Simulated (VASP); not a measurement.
# HgTe (I-4m2) in VASP: single point with PBE

Aim: the single point of HgTe with PBE.

Everything below comes from runs of VASP 6.6.1. Logs are shortened: lines on timing, memory, paths and dates and some standing lists are left out, and cuts for length are marked.

## 1. The cell of the first run

Symmetry: I-4m2, No. 119, tetragonal system. The conventional cell has a = 4.485 Å, b = 4.485 Å, c = 6.660 Å, α = 90.00°, β = 90.00°, γ = 90.00°. Within 3.7 Å of Hg (site symmetry -4m2) lie 4 Te at 2.79 Å. Within 3.7 Å of Te (site symmetry -4m2) lie 4 Hg at 2.79 Å.

## 2. Single point, PBE

Contents of INCAR:

```
  ALGO = Normal
  EDIFF = 1E-7
  ENCUT = 520
  GGA = PE
  ISIF = 2
  ISMEAR = 0
  LASPH = T
  LCHARG = F
  LREAL = F
  LWAVE = F
  NBANDS = 16
  NELM = 100
  PREC = Accurate
  SIGMA = 0.15
```

Contents of KPOINTS:

```
k-points
0
Gamma
  14 14 14
```

Contents of POSCAR:

```
HgTe
1.0
    0.0000000000      3.1714989712      3.3300739198
    3.1714989712      0.0000000000      3.3300739198
    3.1714989712      3.1714989712      0.0000000000
Hg Te
1 1
Direct
    0.0000000000      0.0000000000      0.0000000000
    0.7500000000      0.7500000000      0.7500000000
```

Potentials or basis: VASP PAW PBE potentials, release 64 (Hg, Te).

On the command line:

```
cat potpaw_PBE.64/Hg/POTCAR potpaw_PBE.64/Te/POTCAR > POTCAR
mpirun -np 1 vasp_std > vasp.out
```

OUTCAR:

```text
EDIFF = 1E-7
   ENCUT = 520
   GGA = PE
   ISIF = 2
   ISMEAR = 0
   LASPH = T
   LREAL = F
   NELM = 100
   PREC = Accurate

 ion  position               nearest neighbor table
   1  0.000  0.000  0.000-   2 2.79   2 2.79   2 2.79   2 2.79
   2  0.750  0.750  0.750-   1 2.79   1 2.79   1 2.79   1 2.79

  LATTYP: Found a body centered tetragonal cell.
 ALAT       =     4.4851768581
 C/A-ratio  =     1.4849242405

  Lattice vectors:

 A1 = (  -3.1714989712,   0.0000000000,   3.3300739198)
 A2 = (   3.1714989712,   0.0000000000,   3.3300739198)
 A3 = (   0.0000000000,   3.1714989712,  -3.3300739198)

Analysis of symmetry for initial positions (statically):
=====================================================================
 Subroutine PRICEL returns:
 Original cell was already a primitive cell.

 Routine SETGRP: Setting up the symmetry group for a
 body centered tetragonal supercell.

 Subroutine GETGRP returns: Found  8 space group operations
 (whereof  8 operations were pure point group operations)
 out of a pool of 16 trial point group operations.

The static configuration has the point symmetry D_2d.

Analysis of symmetry for dynamics (positions and initial velocities):
=====================================================================
 Subroutine PRICEL returns:
 Original cell was already a primitive cell.

 Routine SETGRP: Setting up the symmetry group for a
 body centered tetragonal supercell.

 Subroutine GETGRP returns: Found  8 space group operations
 (whereof  8 operations were pure point group operations)
 out of a pool of 16 trial point group operations.

The dynamic configuration has the point symmetry D_2d.

 Subroutine INISYM returns: Found  8 space group operations
 (whereof  8 operations are pure point group operations),
 and found     1 'primitive' translations

----------------------------------------------------------------------------------------

                                     Primitive cell

  volume of cell :      66.9905

  direct lattice vectors                    reciprocal lattice vectors
     0.000000000  3.171498971  3.330073920    -0.157654158  0.157654158  0.150146817
     3.171498971  0.000000000  3.330073920     0.157654158 -0.157654158  0.150146817
     3.171498971  3.171498971  0.000000000     0.157654158  0.157654158 -0.150146817

  length of vectors
     4.598673508  4.598673508  4.485176858     0.268800546  0.268800546  0.268800546

  position of ions in fractional coordinates (direct lattice)
     0.000000000  0.000000000  0.000000000
     0.750000000  0.750000000  0.750000000

  ion indices of the primitive-cell ions
   primitive index   ion index
                 1           1
                 2           2

----------------------------------------------------------------------------------------

 KPOINTS: k-points

Automatic generation of k-mesh.
 Grid dimensions read from file:
 generate k-points for:   14   14   14

 Generating k-lattice:

  Cartesian coordinates                     Fractional coordinates (reciprocal lattice)
    -0.011261011  0.011261011  0.010724773     0.071428571  0.000000000  0.000000000
     0.011261011 -0.011261011  0.010724773     0.000000000  0.071428571  0.000000000
     0.011261011  0.011261011 -0.010724773     0.000000000  0.000000000  0.071428571

  Length of vectors
     0.019200039  0.019200039  0.019200039

  Shift w.r.t. Gamma in fractional coordinates (k-lattice)
     0.000000000  0.000000000  0.000000000

 Subroutine IBZKPT returns following result:
 ===========================================

 Found    244 irreducible k-points:

 Following reciprocal coordinates:
            Coordinates               Weight
  0.000000  0.000000  0.000000      1.000000
  0.071429  0.000000  0.000000      8.000000
  0.142857  0.000000  0.000000      8.000000
  0.214286  0.000000  0.000000      8.000000
  0.285714  0.000000  0.000000      8.000000
  0.357143  0.000000  0.000000      8.000000
[... 16 lines left out ...]
  0.214286  0.142857  0.000000      8.000000
  0.285714  0.142857  0.000000      8.000000
 [... further k-points ...]
   k-points           NKPTS =    244   k-points in BZ     NKDIM =    244   number of bands    NBANDS=     16
   number of dos      NEDOS =    301   number of ions     NIONS =      2
   total plane-waves  NPLWV =  46656
   dimension x,y,z NGX =    36 NGY =   36 NGZ =   36
   dimension x,y,z NGXF=    72 NGYF=   72 NGZF=   72
   ions per type =               1   1
   NGX,Y,Z   is equivalent  to a cutoff of  13.01, 13.01, 13.34 a.u.
   NGXF,Y,Z  is equivalent  to a cutoff of  26.03, 26.03, 26.69 a.u.
 SYSTEM =  unknown system
   PREC   = accura    normal or accurate (medium, high low for compatibility)
   ISTART =      0    job   : 0-new  1-cont  2-samecut
   ICHARG =      2    charge: 1-file 2-atom 10-const
   ISPIN  =      1    spin polarized calculation?
   LNONCOLLINEAR =      F non collinear calculations
   LSORBIT =      F    spin-orbit coupling
   LASPH  =      T    aspherical Exc in radial PAW
   ENCUT  =  520.0 eV  38.22 Ry    6.18 a.u.   8.55  8.55  8.34*2*pi/ulx,y,z
   NELM   =    100;   NELMIN=  2; NELMDL= -5     # of ELM steps
   EDIFF  = 0.1E-06   stopping-criterion for ELM
   LREAL  =      F    real-space projection
   EDIFFG = 0.1E-05   stopping-criterion for IOM
   NSW    =      0    number of steps for IOM
   IBRION =     -1    ionic relax: 0-MD 1-quasi-New 2-CG
   NFREE  =      0    steps in history (QN), initial steepest desc. (CG)
   ISIF   =      2    stress and relaxation
   ISYM   =      2    0-nonsym 1-usesym 2-fastsym
   POTIM  = 0.5000    time-step for ionic-motion
   TEBEG  =    0.0;   TEEND  =   0.0 temperature during run
   PSTRESS=    0.0 pullay stress
   NELECT =      18.0000    total number of electrons
   NUPDOWN=      -1.0000    fix difference up-down
   EMIN   =  10.00;   EMAX   =-10.00  energy-range for DOS
   EFERMI =   0.00;   METHOD = LEGACY
   ISMEAR =     0;   SIGMA  =   0.15  broadening in eV -4-tet -1-fermi 0-gaus
   EFERMI_NEDOS =   21; number of points for ismear=-14 and -15
   IALGO  =     38    algorithm
   IMIX   =      4    mixing-type and parameters
     AMIX     =   0.40;   BMIX     =  1.00
     AMIX_MAG =   1.60;   BMIX_MAG =  1.00
  volume/ion in A,a.u.               =      33.50       226.04
  Fermi-wavevector in a.u.,A,eV,Ry     =   1.056399  1.996305 15.183815  1.115979
  Thomas-Fermi vector in A             =   2.191633
   LORBIT       =      0    0 simple, 1 ext, 2 COOP (PROOUT), +10 PAW based schemes
   GGA     = PE    functional components
   LHFCALC =     F    Hartree Fock is set to
   AEXX    =    0.0000 exact exchange contribution
   IVDW    =     0    specifies the selected vdW correction
   LEPSILON=     F    determine dielectric tensor
   LRPA    =     F    only Hartree local field effects (RPA)
 non-spin polarized calculation
 Gauss-broadening in eV      SIGMA  =   0.15
  energy-cutoff  :      520.00
  volume of cell :       66.99
 maximum number of plane-waves:      1841
 NGX is ok and might be reduce to    36
   NGX = 17   NGY = 17   NGZ = 17

 number of electron      17.9999999 magnetization

 Free energy of the ion-electron system (eV)
  ---------------------------------------------------
  ext. energy  EPLUGINS =         0.00000000
  ---------------------------------------------------
  free energy    TOTEN  =        -3.56839970 eV

  energy without entropy =       -3.56819126  energy(sigma->0) =       -3.56829548

 E-fermi :   3.3394     XC(G=0):  -8.7822

 val. band max:        3.2356150921   @ k =   0.0000   0.0000   0.0000
 cond. band min:       3.5560160256   @ k =   0.0714   0.0000   0.0000
 fundamental gap:      0.3204009335
 Fermi energy:         3.3394136667

 k-point     1 :       0.0000    0.0000    0.0000
  band No.  band energies     occupation
      1      -8.8594      2.00000
      2      -4.2240      2.00000
      3      -4.2105      2.00000
      4      -4.2105      2.00000
      5      -3.6962      2.00000
      6      -3.6614      2.00000
[... 8 lines left out ...]
     15      12.3601      0.00000
     16      12.6377      0.00000

 k-point     2 :       0.0714    0.0000    0.0000
  band No.  band energies     occupation
      1      -8.8332      2.00000
      2      -4.2175      2.00000
      3      -4.2029      2.00000
      4      -4.2014      2.00000
      5      -3.6964      2.00000
      6      -3.6629      2.00000
[... 8 lines left out ...]
     15      11.9377      0.00000
     16      12.5203      0.00000

 k-point     3 :       0.1429    0.0000    0.0000
  band No.  band energies     occupation
      1      -8.7581      2.00000
      2      -4.1979      2.00000
      3      -4.1819      2.00000
      4      -4.1714      2.00000
      5      -3.6959      2.00000
      6      -3.6664      2.00000
[... 8 lines left out ...]
     15      11.6381      0.00000
     16      12.0367      0.00000

 k-point     4 :       0.2143    0.0000    0.0000
  band No.  band energies     occupation
      1      -8.6462      2.00000
      2      -4.1697      2.00000
      3      -4.1528      2.00000
      4      -4.1076      2.00000
      5      -3.6922      2.00000
      6      -3.6695      2.00000
[... 8 lines left out ...]
     15      11.6364      0.00000
     16      11.7924      0.00000

 k-point     5 :       0.2857    0.0000    0.0000
  band No.  band energies     occupation
      1      -8.5167      2.00000
      2      -4.1421      2.00000
      3      -4.1225      2.00000
      4      -3.9888      2.00000
      5      -3.6827      2.00000
      6      -3.6696      2.00000
[... 8 lines left out ...]
     15      11.8174      0.00000
     16      11.8501      0.00000

 k-point     6 :       0.3571    0.0000    0.0000
  band No.  band energies     occupation
      1      -8.3952      2.00000
      2      -4.1211      2.00000
      3      -4.0978      2.00000
      4      -3.8006      2.00000
      5      -3.6660      2.00000
      6      -3.6651      2.00000
[... 8 lines left out ...]
     15      12.2119      0.00000
     16      12.3083      0.00000

 k-point     7 :       0.4286    0.0000    0.0000
  band No.  band energies     occupation
      1      -8.3083      2.00000
      2      -4.1088      2.00000
      3      -4.0825      2.00000
      4      -3.6696      2.00000
      5      -3.6610      2.00000
      6      -3.5288      2.00000
[... 8 lines left out ...]
     15      12.7605      0.00000
     16      12.9675      0.00000

 k-point     8 :       0.5000    0.0000    0.0000
  band No.  band energies     occupation
      1      -8.2768      2.00000
      2      -4.1050      2.00000
      3      -4.0774      2.00000
      4      -3.6605      2.00000
      5      -3.6587      2.00000
      6      -3.3666      2.00000
[... 8 lines left out ...]
     15      13.1129      0.00000
     16      13.3500      0.00000

 k-point     9 :       0.0714    0.0714    0.0000
  band No.  band energies     occupation
      1      -8.8258      2.00000
      2      -4.2206      2.00000
      3      -4.1962      2.00000
      4      -4.1962      2.00000
      5      -3.7020      2.00000
      6      -3.6589      2.00000
[... 8 lines left out ...]
     15      11.3526      0.00000
     16      13.0843      0.00000
[... 172 lines left out ...]
 k-point    19 :      -0.2143    0.0714    0.0000
  band No.  band energies     occupation
      1      -8.5820      2.00000
      2      -4.1530      2.00000
      3      -4.1426      2.00000
      4      -4.0656      2.00000
      5      -3.6812      2.00000
      6      -3.6717      2.00000
[... 8 lines left out ...]
     15      11.4012      0.00000
     16      12.0922      0.00000

 k-point    20 :      -0.1429    0.0714    0.0000
  band No.  band energies     occupation
      1      -8.7007      2.00000
      2      -4.1850      2.00000
      3      -4.1724      2.00000
      4      -4.1409      2.00000
      5      -3.6835      2.00000
      6      -3.6766      2.00000
[... 8 lines left out ...]
     15      11.5436      0.00000
     16      11.9480      0.00000

 k-point    21 :      -0.0714    0.0714    0.0000
  band No.  band energies     occupation
      1      -8.7893      2.00000
      2      -4.2072      2.00000
      3      -4.1942      2.00000
      4      -4.1827      2.00000
      5      -3.6908      2.00000
      6      -3.6694      2.00000
[... 8 lines left out ...]
     15      11.9376      0.00000
     16      12.1324      0.00000

 k-point    22 :       0.1429    0.1429    0.0000
  band No.  band energies     occupation
      1      -8.7294      2.00000
      2      -4.2069      2.00000
      3      -4.1551      2.00000
      4      -4.1551      2.00000
      5      -3.7166      2.00000
      6      -3.6518      2.00000
[... 8 lines left out ...]
     15      11.1097      0.00000
     16      13.1419      0.00000

 k-point    23 :       0.2143    0.1429    0.0000
  band No.  band energies     occupation
      1      -8.6475      2.00000
      2      -4.1854      2.00000
      3      -4.1246      2.00000
      4      -4.1190      2.00000
      5      -3.7222      2.00000
      6      -3.6485      2.00000
[... 8 lines left out ...]
     15      11.7877      0.00000
     16      12.9044      0.00000

 k-point    24 :       0.2857    0.1429    0.0000
  band No.  band energies     occupation
      1      -8.5362      2.00000
      2      -4.1504      2.00000
      3      -4.0915      2.00000
      4      -4.0499      2.00000
      5      -3.7188      2.00000
      6      -3.6467      2.00000
[... 8 lines left out ...]
     15      12.2558      0.00000
     16      12.7475      0.00000

 [... further k-points ...]
[... 5 lines left out ...]
  --------------------------------------------------------------------------------------
  -------------------------------------------------------------------------------------
  Total        1.8063949      1.8063949      1.5292888      0.0000000      0.0000000      0.0000000
  in kB       43.2026380     43.2026380     36.5752308      0.0000000      0.0000000      0.0000000
  external PRESSURE =      40.9935022 kB  Pullay stress =       0.0000000 kB

 VOLUME and BASIS-vectors are now :
 -----------------------------------------------------------------------------
  energy-cutoff  :      520.00
  volume of cell :       66.99
      direct lattice vectors                 reciprocal lattice vectors
     0.000000000  3.171498971  3.330073920    -0.157654158  0.157654158  0.150146817
     3.171498971  0.000000000  3.330073920     0.157654158 -0.157654158  0.150146817
     3.171498971  3.171498971  0.000000000     0.157654158  0.157654158 -0.150146817

 POSITION                                       TOTAL-FORCE (eV/Angst)
 -----------------------------------------------------------------------------------
      0.00000      0.00000      0.00000        -0.000000      0.000000      0.000000
      4.75725      4.75725      4.99511         0.000000     -0.000000     -0.000000
 -----------------------------------------------------------------------------------
    total drift:                                0.000000      0.000000     -0.000000

  FREE ENERGIE OF THE ION-ELECTRON SYSTEM (eV)
  ---------------------------------------------------
  free  energy   TOTEN  =        -3.5683996972 eV

  energy  without entropy=       -3.5681912619  energy(sigma->0) =       -3.56829548
```

Wall time 100 s (1 thread of Intel Xeon 6975P-C (Granite Rapids), shared host); peak memory 0.41 GiB.

What came out:

```yaml
Free_energy: -3.5684 eV
Pressure: 4.1 GPa
Band_gap_on_the_k_mesh: zero (filled and empty bands touch)
```

Levels at points of the mesh, in eV from the Fermi level:
```tsv
k point	band 7	band 8	band 9	band 10	band 11	band 12
(0.00, 0.00, 0.00)	-0.88	-0.29	-0.10	-0.10	4.07	4.07
(0.50, 0.00, 0.00)	-5.69	-1.28	-1.04	0.53	4.75	5.00
(0.50, 0.50, 0.00)	-5.79	-2.33	-2.33	1.97	2.46	7.87
(0.50, 0.00, 0.50)	-5.55	-2.58	-2.47	1.62	2.24	8.17
```

Caveat: the cell stands under pressure; semilocal functionals underestimate gaps, and a narrow one can read as zero; spin-orbit coupling is left out, which moves the levels of the heavy elements.

The gap in the log of VASP goes by the Fermi energy; the results here count the filled bands.